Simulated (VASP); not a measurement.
# Ba2C (I4/mmm) in VASP: a series of runs

The runs below take Ba2C through single point, with PBE.

All numbers are computed with VASP 6.6.1; they aren't measurements. Logs are shortened: lines on timing, memory, paths and dates and some standing lists are left out, and cuts for length are marked.

### Step 1. The cell of the first run

Symmetry: I4/mmm, No. 139, tetragonal system. The conventional cell has a = 4.869 Å, b = 4.869 Å, c = 16.477 Å, α = 90.00°, β = 90.00°, γ = 90.00°. Within 4.4 Å of Ba (site symmetry mmm) lie 4 C at 3.31 Å and 8 Ba at 3.44 to 3.77 Å. Within 4.3 Å of Ba (site symmetry 4mm) lie 5 C at 3.11 to 3.50 Å and 8 Ba at 3.77 to 4.24 Å. C (site symmetry 4mm) has 9 Ba at 3.11 to 3.50 Å within 4.1 Å.

### Step 2. Single point, PBE

INCAR reads:

```
PREC = Accurate
ENCUT = 520
EDIFF = 1E-7
ISMEAR = 0
SIGMA = 0.0102
LREAL = F
LASPH = T
NELM = 80
ALGO = Normal
ISIF = 2
LWAVE = F
LCHARG = T
GGA = PE
LELF = T
LVHAR = T
NBANDS = 33
```

KPOINTS reads:

```
regular mesh
0
Gamma
  4 4 4
```

POSCAR reads:

```
Ba2C
1.0
    0.0000000000      4.8690250000      0.0000000000
    4.8690250000      0.0000000000      0.0000000000
    2.4345130000      2.4345130000     -8.2384290000
Ba C
4 2
Direct
    0.5000000000      0.0000000000      0.0000000000
    0.0000000000      0.5000000000      0.0000000000
    0.3250000000      0.3250000000      0.3500000000
    0.6750000000      0.6750000000      0.6500000000
    0.1360000000      0.1360000000      0.7280000000
    0.8640000000      0.8640000000      0.2720000000
```

Potentials or basis: VASP PAW PBE potentials, release 64 (Ba_sv, C).

Started as:

```
> cat potpaw_PBE.64/Ba_sv/POTCAR potpaw_PBE.64/C/POTCAR > POTCAR
> mpirun -np 1 vasp_std > vasp.out
```

OUTCAR:

```text
PREC = Accurate
   ENCUT = 520
   EDIFF = 1E-7
   ISMEAR = 0
   LREAL = F
   LASPH = T
   NELM = 80
   ISIF = 2
   GGA = PE

 ion  position               nearest neighbor table
   1  0.500  0.000  0.000-   5 3.31   6 3.31   6 3.31   5 3.31   2 3.44   2 3.44   2 3.44   2 3.44
                             3 3.77   4 3.77   4 3.77   3 3.77
   2  0.000  0.500  0.000-   5 3.31   6 3.31   6 3.31   5 3.31   1 3.44   1 3.44   1 3.44   1 3.44
                             3 3.77   4 3.77   4 3.77   3 3.77
   3  0.325  0.325  0.350-   5 3.11   1 3.77   2 3.77   2 3.77   1 3.77   4 4.24   4 4.24   4 4.24
                             4 4.24
   4  0.675  0.675  0.650-   6 3.11   1 3.77   2 3.77   2 3.77   1 3.77   3 4.24   3 4.24   3 4.24
                             3 4.24
   5  0.136  0.136  0.728-   3 3.11   2 3.31   1 3.31   2 3.31   1 3.31
   6  0.864  0.864  0.272-   4 3.11   2 3.31   1 3.31   2 3.31   1 3.31

  LATTYP: Found a body centered tetragonal cell.
 ALAT       =     4.8690250000
 C/A-ratio  =     3.3840158964

  Lattice vectors:

 A1 = (  -2.4345130000,   2.4345120000,   8.2384290000)
 A2 = (   2.4345120000,  -2.4345130000,   8.2384290000)
 A3 = (   2.4345130000,   2.4345130000,  -8.2384290000)

Analysis of symmetry for initial positions (statically):
=====================================================================
 Subroutine PRICEL returns:
 Original cell was already a primitive cell.

 Routine SETGRP: Setting up the symmetry group for a
 body centered tetragonal supercell.

 Subroutine GETGRP returns: Found 16 space group operations
 (whereof 16 operations were pure point group operations)
 out of a pool of 16 trial point group operations.

The static configuration has the point symmetry D_4h.

Analysis of symmetry for dynamics (positions and initial velocities):
=====================================================================
 Subroutine PRICEL returns:
 Original cell was already a primitive cell.

 Routine SETGRP: Setting up the symmetry group for a
 body centered tetragonal supercell.

 Subroutine GETGRP returns: Found 16 space group operations
 (whereof 16 operations were pure point group operations)
 out of a pool of 16 trial point group operations.

The dynamic configuration has the point symmetry D_4h.

 Subroutine INISYM returns: Found 16 space group operations
 (whereof 16 operations are pure point group operations),
 and found     1 'primitive' translations

----------------------------------------------------------------------------------------

                                     Primitive cell

  volume of cell :     195.3118

  direct lattice vectors                    reciprocal lattice vectors
     0.000000000  4.869025000  0.000000000     0.000000000  0.205379927  0.060691195
     4.869025000  0.000000000  0.000000000     0.205379927  0.000000000  0.060691195
     2.434513000  2.434513000 -8.238429000     0.000000000  0.000000000 -0.121382365

  length of vectors
     4.869025000  4.869025000  8.928909199     0.214159603  0.214159603  0.121382365

  position of ions in fractional coordinates (direct lattice)
     0.500000000  0.000000000  0.000000000
     0.000000000  0.500000000  0.000000000
     0.325000000  0.325000000  0.350000000
     0.675000000  0.675000000  0.650000000
     0.136000000  0.136000000  0.728000000
     0.864000000  0.864000000  0.272000000

  ion indices of the primitive-cell ions
   primitive index   ion index
                 1           1
                 2           2
                 3           3
                 4           4
                 5           5
                 6           6

----------------------------------------------------------------------------------------

 KPOINTS: regular mesh

Automatic generation of k-mesh.
 Grid dimensions read from file:
 generate k-points for:    4    4    4

 Generating k-lattice:

  Cartesian coordinates                     Fractional coordinates (reciprocal lattice)
     0.000000000  0.051344982  0.015172799     0.250000000  0.000000000  0.000000000
     0.051344982  0.000000000  0.015172799     0.000000000  0.250000000  0.000000000
     0.000000000  0.000000000 -0.030345591     0.000000000  0.000000000  0.250000000

  Length of vectors
     0.053539901  0.053539901  0.030345591

  Shift w.r.t. Gamma in fractional coordinates (k-lattice)
     0.000000000  0.000000000  0.000000000

 Subroutine IBZKPT returns following result:
 ===========================================

 Found     13 irreducible k-points:

 Following reciprocal coordinates:
            Coordinates               Weight
  0.000000  0.000000  0.000000      1.000000
  0.250000  0.000000  0.000000      8.000000
  0.500000  0.000000  0.000000      4.000000
  0.250000  0.250000  0.000000      8.000000
  0.500000  0.250000 -0.000000     16.000000
 -0.250000  0.250000  0.000000      4.000000
  0.500000  0.500000  0.000000      2.000000
  0.000000  0.000000  0.250000      2.000000
  0.500000  0.000000  0.250000      4.000000
 -0.250000  0.000000  0.250000      8.000000
  0.500000  0.500000  0.250000      2.000000
 -0.250000 -0.250000  0.250000      4.000000
  0.000000  0.000000  0.500000      1.000000
   k-points           NKPTS =     13   k-points in BZ     NKDIM =     13   number of bands    NBANDS=     33
   number of dos      NEDOS =    301   number of ions     NIONS =      6
   total plane-waves  NPLWV =  90720
   dimension x,y,z NGX =    36 NGY =   36 NGZ =   70
   dimension x,y,z NGXF=    72 NGYF=   72 NGZF=  140
   ions per type =               4   2
   NGX,Y,Z   is equivalent  to a cutoff of  12.29, 12.29, 13.03 a.u.
   NGXF,Y,Z  is equivalent  to a cutoff of  24.58, 24.58, 26.07 a.u.
 SYSTEM =  unknown system
   PREC   = accura    normal or accurate (medium, high low for compatibility)
   ISTART =      0    job   : 0-new  1-cont  2-samecut
   ICHARG =      2    charge: 1-file 2-atom 10-const
   ISPIN  =      1    spin polarized calculation?
   LNONCOLLINEAR =      F non collinear calculations
   LSORBIT =      F    spin-orbit coupling
   LASPH  =      T    aspherical Exc in radial PAW
   ENCUT  =  520.0 eV  38.22 Ry    6.18 a.u.   9.05  9.05 16.60*2*pi/ulx,y,z
   NELM   =     80;   NELMIN=  2; NELMDL= -5     # of ELM steps
   EDIFF  = 0.1E-06   stopping-criterion for ELM
   LREAL  =      F    real-space projection
   EDIFFG = 0.1E-05   stopping-criterion for IOM
   NSW    =      0    number of steps for IOM
   IBRION =     -1    ionic relax: 0-MD 1-quasi-New 2-CG
   NFREE  =      0    steps in history (QN), initial steepest desc. (CG)
   ISIF   =      2    stress and relaxation
   ISYM   =      2    0-nonsym 1-usesym 2-fastsym
   POTIM  = 0.5000    time-step for ionic-motion
   TEBEG  =    0.0;   TEEND  =   0.0 temperature during run
   PSTRESS=    0.0 pullay stress
   NELECT =      48.0000    total number of electrons
   NUPDOWN=      -1.0000    fix difference up-down
   EMIN   =  10.00;   EMAX   =-10.00  energy-range for DOS
   EFERMI =   0.00;   METHOD = LEGACY
   ISMEAR =     0;   SIGMA  =   0.01  broadening in eV -4-tet -1-fermi 0-gaus
   EFERMI_NEDOS =   21; number of points for ismear=-14 and -15
   IALGO  =     38    algorithm
   IMIX   =      4    mixing-type and parameters
     AMIX     =   0.40;   BMIX     =  1.00
     AMIX_MAG =   1.60;   BMIX_MAG =  1.00
  volume/ion in A,a.u.               =      32.55       219.67
  Fermi-wavevector in a.u.,A,eV,Ry     =   1.025445  1.937810 14.307040  1.051538
  Thomas-Fermi vector in A             =   2.159286
   LORBIT       =      0    0 simple, 1 ext, 2 COOP (PROOUT), +10 PAW based schemes
   GGA     = PE    functional components
   LHFCALC =     F    Hartree Fock is set to
   AEXX    =    0.0000 exact exchange contribution
   IVDW    =     0    specifies the selected vdW correction
   LEPSILON=     F    determine dielectric tensor
   LRPA    =     F    only Hartree local field effects (RPA)
 non-spin polarized calculation
 Gauss-broadening in eV      SIGMA  =   0.01
  energy-cutoff  :      520.00
  volume of cell :      195.31
 maximum number of plane-waves:      5273
   NGX = 19   NGY = 19   NGZ = 33

 number of electron      48.0000002 magnetization

 Free energy of the ion-electron system (eV)
  ---------------------------------------------------
  ext. energy  EPLUGINS =         0.00000000
  ---------------------------------------------------
  free energy    TOTEN  =       -19.73898124 eV

  energy without entropy =      -19.73861830  energy(sigma->0) =      -19.73879977

 E-fermi :   2.6268     XC(G=0):  -8.8019

 val. band max:        2.5998727708   @ k =  -0.2500  -0.2500   0.2500
 cond. band min:       2.6267647265   @ k =   0.5000   0.5000   0.2500
 fundamental gap:      0.0268919557
 Fermi energy:         2.6267504278

 k-point     1 :       0.0000    0.0000    0.0000
  band No.  band energies     occupation
      1     -25.9708      2.00000
      2     -25.5257      2.00000
      3     -25.5024      2.00000
      4     -25.4316      2.00000
      5     -11.9030      2.00000
      6     -11.9030      2.00000
[... 25 lines left out ...]
     32       4.5064      0.00000
     33       6.0301      0.00000

 k-point     2 :       0.2500    0.0000    0.0000
  band No.  band energies     occupation
      1     -25.8943      2.00000
      2     -25.5319      2.00000
      3     -25.5111      2.00000
      4     -25.4927      2.00000
      5     -11.7952      2.00000
      6     -11.7085      2.00000
[... 25 lines left out ...]
     32       5.3368      0.00000
     33       5.8195      0.00000

 k-point     3 :       0.5000    0.0000    0.0000
  band No.  band energies     occupation
      1     -25.7209      2.00000
      2     -25.6921      2.00000
      3     -25.5224      2.00000
      4     -25.4940      2.00000
      5     -11.5706      2.00000
      6     -11.3394      2.00000
[... 25 lines left out ...]
     32       5.7639      0.00000
     33       6.0782      0.00000

 k-point     4 :       0.2500    0.2500    0.0000
  band No.  band energies     occupation
      1     -25.8354      2.00000
      2     -25.5606      2.00000
      3     -25.5285      2.00000
      4     -25.4987      2.00000
      5     -12.1654      2.00000
      6     -11.4262      2.00000
[... 25 lines left out ...]
     32       5.6206      0.00000
     33       5.6289      0.00000

 k-point     5 :       0.5000    0.2500   -0.0000
  band No.  band energies     occupation
      1     -25.7036      2.00000
      2     -25.6879      2.00000
      3     -25.5200      2.00000
      4     -25.5050      2.00000
      5     -12.2194      2.00000
      6     -11.7590      2.00000
[... 25 lines left out ...]
     32       5.9829      0.00000
     33       6.1293      0.00000

 k-point     6 :      -0.2500    0.2500    0.0000
  band No.  band energies     occupation
      1     -25.8361      2.00000
      2     -25.5606      2.00000
      3     -25.5165      2.00000
      4     -25.5100      2.00000
      5     -12.1751      2.00000
      6     -11.4545      2.00000
[... 25 lines left out ...]
     32       5.5360      0.00000
     33       6.0009      0.00000

 k-point     7 :       0.5000    0.5000    0.0000
  band No.  band energies     occupation
      1     -25.6838      2.00000
      2     -25.6838      2.00000
      3     -25.5184      2.00000
      4     -25.5176      2.00000
      5     -12.5201      2.00000
      6     -12.0570      2.00000
[... 25 lines left out ...]
     32       5.5819      0.00000
     33       6.2258      0.00000

 k-point     8 :       0.0000    0.0000    0.2500
  band No.  band energies     occupation
      1     -25.9696      2.00000
      2     -25.5419      2.00000
      3     -25.4875      2.00000
      4     -25.4316      2.00000
      5     -11.9057      2.00000
      6     -11.9057      2.00000
[... 25 lines left out ...]
     32       4.6682      0.00000
     33       5.6448      0.00000

 k-point     9 :       0.5000    0.0000    0.2500
  band No.  band energies     occupation
      1     -25.7209      2.00000
      2     -25.6921      2.00000
      3     -25.5224      2.00000
      4     -25.4940      2.00000
      5     -11.5669      2.00000
      6     -11.3397      2.00000
[... 25 lines left out ...]
     32       5.9534      0.00000
     33       6.0606      0.00000

 k-point    10 :      -0.2500    0.0000    0.2500
  band No.  band energies     occupation
      1     -25.8929      2.00000
      2     -25.5406      2.00000
      3     -25.5162      2.00000
      4     -25.4802      2.00000
      5     -11.7793      2.00000
      6     -11.7123      2.00000
[... 25 lines left out ...]
     32       5.4335      0.00000
     33       5.5420      0.00000

 k-point    11 :       0.5000    0.5000    0.2500
  band No.  band energies     occupation
      1     -25.6838      2.00000
      2     -25.6838      2.00000
      3     -25.5184      2.00000
      4     -25.5176      2.00000
      5     -12.5200      2.00000
      6     -12.0571      2.00000
[... 25 lines left out ...]
     32       5.9089      0.00000
     33       5.9091      0.00000

 k-point    12 :      -0.2500   -0.2500    0.2500
  band No.  band energies     occupation
      1     -25.8347      2.00000
      2     -25.5606      2.00000
      3     -25.5348      2.00000
      4     -25.4931      2.00000
      5     -12.1555      2.00000
      6     -11.3885      2.00000
[... 25 lines left out ...]
     32       5.2101      0.00000
     33       5.6719      0.00000

 k-point    13 :       0.0000    0.0000    0.5000
  band No.  band energies     occupation
      1     -25.9683      2.00000
      2     -25.5520      2.00000
      3     -25.4787      2.00000
      4     -25.4316      2.00000
      5     -11.9084      2.00000
      6     -11.9084      2.00000
[... 25 lines left out ...]
     32       5.1846      0.00000
     33       5.2776      0.00000

------------------------ aborting loop because EDIFF is reached ----------------------------------------

  FORCE on cell =-STRESS in cart. coord.  units (eV):
  Direction    XX          YY          ZZ          XY          YZ          ZX
  --------------------------------------------------------------------------------------
  -------------------------------------------------------------------------------------
  Total       -1.6007353     -1.6007353     -5.5207859     -0.0000000      0.0000003      0.0000003
  in kB      -13.1311180    -13.1311180    -45.2879929     -0.0000000      0.0000027      0.0000027
  external PRESSURE =     -23.8500763 kB  Pullay stress =       0.0000000 kB

 VOLUME and BASIS-vectors are now :
 -----------------------------------------------------------------------------
  energy-cutoff  :      520.00
  volume of cell :      195.31
      direct lattice vectors                 reciprocal lattice vectors
     0.000000000  4.869025000  0.000000000     0.000000000  0.205379927  0.060691195
     4.869025000  0.000000000  0.000000000     0.205379927  0.000000000  0.060691195
     2.434513000  2.434513000 -8.238429000     0.000000000  0.000000000 -0.121382365

 POSITION                                       TOTAL-FORCE (eV/Angst)
 -----------------------------------------------------------------------------------
      0.00000      2.43451      0.00000         0.000000      0.000000     -0.000000
      2.43451      0.00000      0.00000         0.000000      0.000000     -0.000000
      2.43451      2.43451     -2.88345         0.000000      0.000000     -1.576115
      4.86903      4.86903     -5.35498        -0.000000     -0.000000      1.576115
      2.43451      2.43451     -5.99758         0.000000      0.000000     -0.549671
      4.86903      4.86903     -2.24085        -0.000000     -0.000000      0.549671
 -----------------------------------------------------------------------------------
    total drift:                                0.000000      0.000000     -0.000000

  FREE ENERGIE OF THE ION-ELECTRON SYSTEM (eV)
  ---------------------------------------------------
  free  energy   TOTEN  =       -19.7389812387 eV

  energy  without entropy=      -19.7386183039  energy(sigma->0) =      -19.73879977
```

It took 44 s on 1 thread of AMD EPYC 9R45 (Zen 5), shared host; peak memory 0.28 GiB.

What came out:

* Free energy: -19.7390 eV
* Pressure: -2.4 GPa
* Largest force: 1.576 eV/Å
* Band gap on the k mesh: zero (bands 24 and 25 overlap by 0.26 eV)

Forces on the atoms (eV/Å):
```
Ba   0.000  0.000  0.000
Ba   0.000  0.000  0.000
Ba   0.000  0.000 -1.576
Ba   0.000  0.000  1.576
C    0.000  0.000 -0.550
C    0.000  0.000  0.550
```

Stress tensor (GPa, compression positive):
```
-1.31  0.00  0.00
 0.00 -1.31  0.00
 0.00  0.00 -4.53
```

Caveat: spin-orbit coupling is left out, which moves the levels of the heavy elements; forces of over 1 eV/Å act on the atoms, so gaps and moduli don't describe the material at rest.

(Continued in part 2 of 2.)
